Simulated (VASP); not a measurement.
Wanted: the native input for a VASP 6.6.1 run.

| Quantity | Value |
| --- | --- |
| Task | single point |
| Functional | LDA |
| Potentials or basis | VASP PAW LDA potentials, release 64 (Al, O) |
| Cutoff | 520 eV |
| k mesh | 6 × 6 × 6 |
| Occupations | gaussian, width 0.1 eV |
| Spin | no spin polarisation |
| Dipole correction | no |
| Further INCAR settings | ALGO = Normal; EDIFF = 1e-06; NBANDS = 35 |

The structure of Al2O3 lies in POSCAR:

```
Al2O3
1.0
    2.3645982914      1.3652014600      4.2971909350
   -2.3645982914      1.3652014600      4.2971909350
    0.0000000000     -2.7304029201      4.2971909350
Al O
4 6
Direct
    0.3520239584      0.3520239584      0.3520239584
    0.1479760416      0.1479760416      0.1479760416
    0.6479760416      0.6479760416      0.6479760416
    0.8520239584      0.8520239584      0.8520239584
    0.5558634596      0.9441365404      0.2500000000
    0.2500000000      0.5558634596      0.9441365404
    0.9441365404      0.2500000000      0.5558634596
    0.4441365404      0.0558634596      0.7500000000
    0.7500000000      0.4441365404      0.0558634596
    0.0558634596      0.7500000000      0.4441365404
```

The input as run:

INCAR

```
PREC = Accurate ; ENCUT = 520
EDIFF = 1E-6 ; ISMEAR = 0
SIGMA = 0.1 ; LREAL = F
LASPH = T ; NELM = 100
ALGO = Normal ; ISIF = 2
LWAVE = F ; LCHARG = F
GGA = CA ; NBANDS = 35
```

KPOINTS

```
Automatic mesh
0
Gamma
  6 6 6
```

Potentials or basis: VASP PAW LDA potentials, release 64 (Al, O).

The run is started by

```sh
$ cat potpaw_LDA.64/Al/POTCAR potpaw_LDA.64/O/POTCAR > POTCAR
$ mpirun -np 1 vasp_std > vasp.out
```

It gave:

| Property | Result |
| --- | --- |
| Pressure | 0.8 GPa |
| Largest force | 0.012 eV/Å |
| Band gap on the k mesh | 6.44 eV |

It took 91 s on 1 thread of Intel Xeon 8259CL, with other jobs on the host, peak memory 0.19 GiB.
